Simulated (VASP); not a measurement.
# SnO2 (Amm2) in VASP: further runs

Runs on SnO2. Level: PBE. Tasks: single point.

Program: VASP 6.6.1. These are calculated values, not measurements. Logs are shortened: lines on timing, memory, paths and dates and some standing lists are left out, and cuts for length are marked.

### 1 The cell of the first run

The structure is orthorhombic, space group Amm2 (No. 38). Conventional cell: a = 3.238 Å, b = 6.827 Å, c = 6.827 Å, α = 90.00°, β = 90.00°, γ = 90.00°. Sn (site symmetry mm2) has 6 O at 2.08 to 2.10 Å within 2.8 Å. Sn (site symmetry mm2) has 6 O at 2.07 to 2.11 Å within 2.7 Å. Within 2.7 Å of O (site symmetry mm2) lie 3 Sn at 2.07 to 2.10 Å and 1 O at 2.64 Å. Within 3.1 Å of O (site symmetry m) lie 3 Sn at 2.09 to 2.10 Å and 9 O at 2.64 to 3.01 Å. Within 2.8 Å of O (site symmetry mm2) lie 3 Sn at 2.08 to 2.11 Å and 1 O at 2.64 Å.

### 2 Single point, PBE (atoms displaced along a vibrational mode)

The input, INCAR:

```
SYSTEM = SnO2
PREC = Accurate ; ENCUT = 520
EDIFF = 1E-6 ; ISMEAR = 0
SIGMA = 0.05 ; LREAL = .FALSE.
LASPH = .TRUE. ; NELM = 60
ALGO = Normal ; ISIF = 2
LWAVE = .FALSE. ; LCHARG = .FALSE.
GGA = PE ; NBANDS = 35
```

The input, KPOINTS:

```
Automatic mesh
0
G
  6 6 8
  0 0 0
```

The input, POSCAR:

```
SnO2
1.0
    4.8277050007      0.0000000000      0.0000000000
    0.0000000000      4.8277050007      0.0000000000
    0.0000000000      0.0000000000      3.2379909335
Sn O
2 4
Direct
   -0.0003804309     -0.0003804309      0.0000000000
    0.4971494871      0.4971494871      0.5000000000
    0.3076064891      0.3076064891      0.0000000000
    0.2043800519      0.8175902253      0.5000000000
    0.6943963157      0.6943963157      0.0000000000
    0.8175902253      0.2043800519      0.5000000000
```

Potentials or basis: VASP PAW PBE potentials, release 64 (Sn_d, O).

Command:

```sh
> cat potpaw_PBE.64/Sn_d/POTCAR potpaw_PBE.64/O/POTCAR > POTCAR
> mpirun -np 1 vasp_std > vasp.out
```

OUTCAR:

```text
SYSTEM = SnO2
   PREC = Accurate
   ENCUT = 520
   EDIFF = 1E-6
   ISMEAR = 0
   LREAL = .FALSE.
   LASPH = .TRUE.
   NELM = 60
   ISIF = 2
   GGA = PE

 ion  position               nearest neighbor table
   1  1.000  1.000  0.000-   5 2.08   4 2.09   6 2.09   4 2.09   6 2.09   3 2.10
   2  0.497  0.497  0.500-   3 2.07   3 2.07   6 2.10   4 2.10   5 2.11   5 2.11
   3  0.308  0.308  0.000-   2 2.07   2 2.07   1 2.10
   4  0.204  0.818  0.500-   1 2.09   1 2.09   2 2.10
   5  0.694  0.694  0.000-   1 2.08   2 2.11   2 2.11
   6  0.818  0.204  0.500-   1 2.09   1 2.09   2 2.10

  LATTYP: Found a simple tetragonal cell.
 ALAT       =     4.8277050007
 C/A-ratio  =     0.6707101890

  Lattice vectors:

 A1 = (   4.8277050007,   0.0000000000,   0.0000000000)
 A2 = (   0.0000000000,   4.8277050007,   0.0000000000)
 A3 = (   0.0000000000,   0.0000000000,   3.2379909335)

Analysis of symmetry for initial positions (statically):
=====================================================================
 Subroutine PRICEL returns:
 Original cell was already a primitive cell.

 Routine SETGRP: Setting up the symmetry group for a
 simple tetragonal supercell.

 Subroutine GETGRP returns: Found  4 space group operations
 (whereof  4 operations were pure point group operations)
 out of a pool of 16 trial point group operations.

The static configuration has the point symmetry C_2v.

Analysis of symmetry for dynamics (positions and initial velocities):
=====================================================================
 Subroutine PRICEL returns:
 Original cell was already a primitive cell.

 Routine SETGRP: Setting up the symmetry group for a
 simple tetragonal supercell.

 Subroutine GETGRP returns: Found  4 space group operations
 (whereof  4 operations were pure point group operations)
 out of a pool of 16 trial point group operations.

The dynamic configuration has the point symmetry C_2v.

 Subroutine INISYM returns: Found  4 space group operations
 (whereof  4 operations are pure point group operations),
 and found     1 'primitive' translations

----------------------------------------------------------------------------------------

                                     Primitive cell

  volume of cell :      75.4670

[... 95 lines left out ...]
   NELM   =     60;   NELMIN=  2; NELMDL= -5     # of ELM steps
   EDIFF  = 0.1E-05   stopping-criterion for ELM
   LREAL  =      F    real-space projection
   EDIFFG = 0.1E-04   stopping-criterion for IOM
   NSW    =      0    number of steps for IOM
   IBRION =     -1    ionic relax: 0-MD 1-quasi-New 2-CG
   NFREE  =      0    steps in history (QN), initial steepest desc. (CG)
   ISIF   =      2    stress and relaxation
   ISYM   =      2    0-nonsym 1-usesym 2-fastsym
   POTIM  = 0.5000    time-step for ionic-motion
   TEBEG  =    0.0;   TEEND  =   0.0 temperature during run
   PSTRESS=    0.0 pullay stress
   NELECT =      52.0000    total number of electrons
   NUPDOWN=      -1.0000    fix difference up-down
   EMIN   =  10.00;   EMAX   =-10.00  energy-range for DOS
   EFERMI =   0.00;   METHOD = LEGACY
   ISMEAR =     0;   SIGMA  =   0.05  broadening in eV -4-tet -1-fermi 0-gaus
   EFERMI_NEDOS =   21; number of points for ismear=-14 and -15
   IALGO  =     38    algorithm
   IMIX   =      4    mixing-type and parameters
     AMIX     =   0.40;   BMIX     =  1.00
     AMIX_MAG =   1.60;   BMIX_MAG =  1.00
  volume/ion in A,a.u.               =      12.58        84.88
  Fermi-wavevector in a.u.,A,eV,Ry     =   1.445962  2.732472 28.447149  2.090806
  Thomas-Fermi vector in A             =   2.564085
   LORBIT       =      0    0 simple, 1 ext, 2 COOP (PROOUT), +10 PAW based schemes
   GGA     = PE    functional components
   LHFCALC =     F    Hartree Fock is set to
   AEXX    =    0.0000 exact exchange contribution
   IVDW    =     0    specifies the selected vdW correction
   LEPSILON=     F    determine dielectric tensor
   LRPA    =     F    only Hartree local field effects (RPA)
 non-spin polarized calculation
 Gauss-broadening in eV      SIGMA  =   0.05
  energy-cutoff  :      520.00
  volume of cell :       75.47
 maximum number of plane-waves:      2068
   NGX = 17   NGY = 17   NGZ = 13

 number of electron      52.0000000 magnetization

 Free energy of the ion-electron system (eV)
  ---------------------------------------------------
  ext. energy  EPLUGINS =         0.00000000
  ---------------------------------------------------
  free energy    TOTEN  =       -37.29076468 eV

  energy without entropy =      -37.29076468  energy(sigma->0) =      -37.29076468

 E-fermi :   5.7964     XC(G=0): -10.9778

 val. band max:        5.5307561331   @ k =   0.0000   0.0000   0.0000
 cond. band min:       6.2044815565   @ k =   0.0000   0.0000   0.0000
 fundamental gap:      0.6737254234
 Fermi energy:         5.7964088732

 k-point     1 :       0.0000    0.0000    0.0000
  band No.  band energies     occupation
      1     -15.5011      2.00000
      2     -14.8426      2.00000
      3     -14.6486      2.00000
      4     -14.6233      2.00000
      5     -14.6183      2.00000
      6     -14.5544      2.00000
[... 901 lines left out ...]
     34      17.5699      0.00000
     35      17.8168      0.00000

 [... further k-points ...]

------------------------ aborting loop because EDIFF is reached ----------------------------------------

  FORCE on cell =-STRESS in cart. coord.  units (eV):
  Direction    XX          YY          ZZ          XY          YZ          ZX
  --------------------------------------------------------------------------------------
  -------------------------------------------------------------------------------------
  Total        0.1681651      0.1681651      0.3880409      0.0278847      0.0000000      0.0000000
  in kB        3.5701739      3.5701739      8.2381739      0.5919964      0.0000000      0.0000000
  external PRESSURE =       5.1261739 kB  Pullay stress =       0.0000000 kB

 VOLUME and BASIS-vectors are now :
 -----------------------------------------------------------------------------
  energy-cutoff  :      520.00
  volume of cell :       75.47
      direct lattice vectors                 reciprocal lattice vectors
     4.827705001  0.000000000  0.000000000     0.207137760  0.000000000  0.000000000
     0.000000000  4.827705001  0.000000000     0.000000000  0.207137760  0.000000000
     0.000000000  0.000000000  3.237990933     0.000000000  0.000000000  0.308833477

 POSITION                                       TOTAL-FORCE (eV/Angst)
 -----------------------------------------------------------------------------------
      4.82587      4.82587      0.00000         0.041082      0.041082      0.000000
      2.40009      2.40009      1.61900         0.293967      0.293967      0.000000
      1.48503      1.48503      0.00000        -0.030315     -0.030315      0.000000
      0.98669      3.94708      1.61900        -0.131184     -0.171434      0.000000
      3.35234      3.35234      0.00000        -0.002116     -0.002116      0.000000
      3.94708      0.98669      1.61900        -0.171434     -0.131184      0.000000
 -----------------------------------------------------------------------------------
    total drift:                               -0.000227     -0.000227     -0.000008

  FREE ENERGIE OF THE ION-ELECTRON SYSTEM (eV)
  ---------------------------------------------------
  free  energy   TOTEN  =       -37.2907646847 eV

  energy  without entropy=      -37.2907646847  energy(sigma->0) =      -37.29076468
```

stdout:

```text
POSCAR found type information on POSCAR SnO
 POSCAR found :  2 types and       6 ions
 scaLAPACK will be used
 LDA part: xc-table for (Slater+PW92), standard interpolation
 POSCAR, INCAR and KPOINTS ok, starting setup
 FFT: planning ... GRIDC
 FFT: planning ... GRID_SOFT
 FFT: planning ... GRID
 WAVECAR not read
 entering main loop
```

Wall time 2.6 min (1 thread of Intel Xeon Platinum 8375C at 2.90GHz (Ice Lake), shared host); peak memory 0.27 GiB.

Results:

```yaml
Free_energy: -37.2908 eV
Pressure: 0.5 GPa
Largest_force: 0.416 eV/Å
Band_gap_on_the_k_mesh: 0.67 eV
```

Forces in eV/Å, atoms in the order of the input:
```
Sn   0.041  0.041  0.000
Sn   0.294  0.294  0.000
O   -0.030 -0.030  0.000
O   -0.131 -0.171  0.000
O   -0.002 -0.002  0.000
O   -0.171 -0.131  0.000
```

Caveat: the cell differs from its parent crystal (atoms displaced along a vibrational mode); spin-orbit coupling is left out, which moves the levels of the heavy elements.

### 3 Single point, PBE (atoms displaced along a vibrational mode)

The input, INCAR:

```
SYSTEM = SnO2
PREC = Accurate
ENCUT = 520
EDIFF = 1E-6
ISMEAR = 0
SIGMA = 0.05
LREAL = .FALSE.
LASPH = .TRUE.
NELM = 100
ALGO = Normal
ISIF = 2
LWAVE = .FALSE.
LCHARG = .FALSE.
GGA = PE
NBANDS = 35
```

The input, KPOINTS:

```
regular mesh
0
G
  6 6 8
  0 0 0
```

The input, POSCAR:

```
SnO2
1.0
    4.8277050007      0.0000000000      0.0000000000
    0.0000000000      4.8277050007      0.0000000000
    0.0000000000      0.0000000000      3.2379909335
Sn O
2 4
Direct
   -0.0002282585     -0.0002282585      0.0000000000
    0.4982896922      0.4982896922      0.5000000000
    0.3072059281      0.3072059281      0.0000000000
    0.1999859965      0.8131961699      0.5000000000
    0.6939957547      0.6939957547      0.0000000000
    0.8131961699      0.1999859965      0.5000000000
```

Potentials or basis: VASP PAW PBE potentials, release 64 (Sn_d, O).

Command:

```sh
> cat potpaw_PBE.64/Sn_d/POTCAR potpaw_PBE.64/O/POTCAR > POTCAR
> mpirun -np 1 vasp_std > vasp.out
```

Wall time 2.6 min (1 thread of Intel Xeon Platinum 8375C at 2.90GHz (Ice Lake), shared host); peak memory 0.27 GiB.

It converged, with:

| Quantity | Value |
| --- | --- |
| Free energy | -37.3037 eV |
| Pressure | 0.5 GPa |
| Largest force | 0.249 eV/Å |
| Band gap on the k mesh | 0.67 eV |

Forces on the atoms (eV/Å):
```
Sn   0.024  0.024  0.000
Sn   0.176  0.176  0.000
O   -0.024 -0.024  0.000
O   -0.074 -0.107  0.000
O    0.004  0.004  0.000
O   -0.107 -0.074  0.000
```

Stress tensor (GPa, compression positive):
```
0.41 0.02 0.00
0.02 0.41 0.00
0.00 0.00 0.78
```

Levels at points of the mesh, in eV from the valence-band top:
| k point | band 22 | band 23 | band 24 | band 25 | band 26 | band 27 | band 28 | band 29 | band 30 | band 31 |
| --- | --- | --- | --- | --- | --- | --- | --- | --- | --- | --- |
| (0.00, 0.00, 0.00) | -1.25 | -1.25 | -0.74 | -0.74 | 0.00 | 0.67 | 5.64 | 6.06 | 6.11 | 10.12 |
| (0.50, 0.00, 0.00) | -1.90 | -1.23 | -1.18 | -0.61 | -0.60 | 3.87 | 3.88 | 6.80 | 6.81 | 10.29 |
| (0.50, 0.50, 0.00) | -1.87 | -1.32 | -1.32 | -0.86 | -0.85 | 4.26 | 4.27 | 7.15 | 7.15 | 10.47 |
| (0.00, 0.00, 0.50) | -2.57 | -1.53 | -1.52 | -1.18 | -1.18 | 5.58 | 5.58 | 9.33 | 9.35 | 10.28 |
| (0.50, 0.00, 0.50) | -1.66 | -1.02 | -1.01 | -0.75 | -0.74 | 5.83 | 5.84 | 7.60 | 7.61 | 10.55 |
| (0.50, 0.50, 0.50) | -2.43 | -0.93 | -0.92 | -0.78 | -0.77 | 4.34 | 4.35 | 8.60 | 8.60 | 10.51 |

Caveat: the cell differs from its parent crystal (atoms displaced along a vibrational mode); spin-orbit coupling is left out, which moves the levels of the heavy elements.

### 4 Single point, PBE (atoms displaced along a vibrational mode)

The input, INCAR:

```
SYSTEM = SnO2
ALGO = Normal
EDIFF = 1E-6
ENCUT = 520
GGA = PE
ISIF = 2
ISMEAR = 0
LASPH = .TRUE.
LCHARG = .TRUE.
LELF = .TRUE.
LREAL = .FALSE.
LVHAR = .TRUE.
LWAVE = .FALSE.
NBANDS = 35
NELM = 100
PREC = Accurate
SIGMA = 0.05
```

The input, KPOINTS:

```
k-points
0
G
  6 6 8
  0 0 0
```

The input, POSCAR:

```
SnO2
1.0
    4.8277050007      0.0000000000      0.0000000000
    0.0000000000      4.8277050007      0.0000000000
    0.0000000000      0.0000000000      3.2379909335
Sn O
2 4
Direct
   -0.0000760862     -0.0000760862      0.0000000000
    0.4994298974      0.4994298974      0.5000000000
    0.3068053672      0.3068053672      0.0000000000
    0.1955919410      0.8088021144      0.5000000000
    0.6935951938      0.6935951938      0.0000000000
    0.8088021144      0.1955919410      0.5000000000
```

Command:

```sh
> cat potpaw_PBE.64/Sn_d/POTCAR potpaw_PBE.64/O/POTCAR > POTCAR
> mpirun -np 1 vasp_std > vasp.out
```

It took 3.3 min on 1 thread of Intel Xeon Platinum 8375C at 2.90GHz (Ice Lake), shared host; peak memory 0.26 GiB.

Results (log left out):

```yaml
Free_energy: -37.3102 eV
Pressure: 0.6 GPa
Largest_force: 0.083 eV/Å
Band_gap_on_the_k_mesh: 0.67 eV
```

Forces in eV/Å, atoms in the order of the input:
```
Sn   0.008  0.008  0.000
Sn   0.059  0.059  0.000
O   -0.018 -0.018  0.000
O   -0.015 -0.045  0.000
O    0.011  0.011  0.000
O   -0.045 -0.015  0.000
```

Stress tensor (GPa, compression positive):
```
0.50 0.00 0.00
0.00 0.50 0.00
0.00 0.00 0.82
```

Levels at points of the mesh, in eV from the valence-band top:
```
           k point  band 23  band 24  band 25  band 26  band 27  band 28  band 29  band 30
(0.00, 0.00, 0.00)    -1.26    -0.74    -0.74     0.00     0.67     5.68     6.06     6.07
(0.50, 0.00, 0.00)    -1.22    -1.20    -0.61    -0.61     3.88     3.88     6.80     6.81
(0.50, 0.50, 0.00)    -1.33    -1.33    -0.85    -0.85     4.27     4.27     7.15     7.15
(0.00, 0.00, 0.50)    -1.53    -1.53    -1.18    -1.18     5.58     5.59     9.36     9.36
(0.50, 0.00, 0.50)    -1.02    -1.02    -0.75    -0.75     5.84     5.85     7.60     7.60
(0.50, 0.50, 0.50)    -0.92    -0.92    -0.78    -0.78     4.35     4.35     8.61     8.61
```

Caveat: the cell differs from its parent crystal (atoms displaced along a vibrational mode); spin-orbit coupling is left out, which moves the levels of the heavy elements.

### 5 The runs side by side

| cell | gap on the mesh (eV) | pressure (GPa) | largest force (eV/Å) |
| --- | --- | --- | --- |
| as given, atomic positions A | 0.67 | 0.5 | 0.42 |
| as given, atomic positions B | 0.67 | 0.5 | 0.25 |
| as given, atomic positions C | 0.67 | 0.6 | 0.08 |

Alike in all rows: task single point; level PBE; potentials or basis VASP PAW PBE potentials, release 64 (Sn_d, O); no spin polarisation; k mesh 6 × 6 × 8; cutoff (eV) 520; smearing gaussian 0.05 eV.

Caveats: spin-orbit coupling is left out, which moves the levels of the heavy elements.

Total energies depend on the potentials used, so only differences within one code and one set of settings carry meaning.
